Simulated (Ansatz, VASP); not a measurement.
## VN in VASP and in Ansatz

```
V N
1.0
     0.00000    2.08564    2.08564
     2.08564    0.00000    2.08564
     2.08564    2.08564    0.00000
V N
1 1
Direct
  0.00000 0.00000 0.00000
  0.50000 0.50000 0.50000
```

Alike in both runs: task single point; functional PBE; k mesh 10 × 10 × 10; occupations tetrahedron; no spin polarisation.

|  | VASP | Ansatz |
| --- | --- | --- |
| version | VASP 6.6.1 | Ansatz 0.2.0 |
| potentials or method | VASP PAW PBE potentials, release 64 (V_sv, N), cutoff 600 eV | PAW plane waves |
| valence electrons in the cell | 18 | 18 |

Ansatz gave:

| Item | Value |
| --- | --- |
| pressure (GPa) | -11.5 |

**Question.** What did VASP give for the same quantities?

**Answer.** Pressure (GPa): -11.0.

Ansatz's warnings: band table not solved further, product built on unsolved table, tetrahedron derivatives may miss energy slope.
